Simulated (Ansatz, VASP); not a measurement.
## One calculation of Ge, two programs

INCAR

```
PREC = Accurate
ENCUT = 600
EDIFF = 1E-7
ISMEAR = 0
SIGMA = 0.1
LREAL = False
LASPH = True
NELM = 60
ALGO = Normal
ISIF = 3
LWAVE = False
LCHARG = False
GGA = PE
IBRION = 2
NSW = 100
EDIFFG = -0.01
```

The input KPOINTS:

```
Automatic mesh
0
Gamma
  20 20 20
```

Contents of POSCAR:

```
Ge
1.0
    2.7125994220      0.0000000000      0.0000000000
    0.0000000000      2.7125994220      0.0000000000
    0.0000000000      0.0000000000      2.7125994220
Ge
1
Direct
    0.5000000000      0.5000000000      0.5000000000
```

Input for Ansatz:

```yaml
crystal:
  lattice:
    - [2.712599422, 0.0, 0.0]
    - [0.0, 2.712599422, 0.0]
    - [0.0, 0.0, 2.712599422]
  atoms:
    - { symbol: Ge, position: [0.5, 0.5, 0.5] }
basis:
  ecutwfc: 420
kpoints:
  mp_grid: { grid: [20, 20, 20] }
hamiltonian:
  xc: pbe
scf:
  occupations: { method: gaussian, width: 0.1 }
output:
  forces: true
  stress: true
  eigenvalues: true
relax:
  adjacent_minimum: "off"
  f_tol: 0.01
  max_steps: 80
  cell: { stress_tol: 0.05 }
```

Alike in both runs: task relaxation of cell and atoms; functional PBE; k mesh 20 × 20 × 20; occupations gaussian, width 0.1 eV; no spin polarisation.

```csv
,VASP,Ansatz
version,VASP 6.6.1,Ansatz 0.2.0
potentials or method,"VASP PAW PBE potentials, release 64 (Ge_d), cutoff 600 eV","scalar-relativistic, plane waves, PAW"
valence electrons in the cell,14,14
```

Ansatz gave:

```
gap on the k mesh at the Fermi level, each at its own relaxed structure (eV)  : none
relaxed volume (Å³/atom)                                                      : 19.92
relaxed length of the cell vector where the two differ most in proportion (Å) : 2.711
```

What did VASP give for the same quantities?

gap on the k mesh at the Fermi level, each at its own relaxed structure (eV): none; relaxed volume (Å³/atom): 19.96; relaxed length of the cell vector where the two differ most in proportion (Å): 2.713.

A gap of «none» marks a metal or a gap that the smearing closes.

Noted on VASP's run: the relaxation stopped at its first step, so nothing moved.
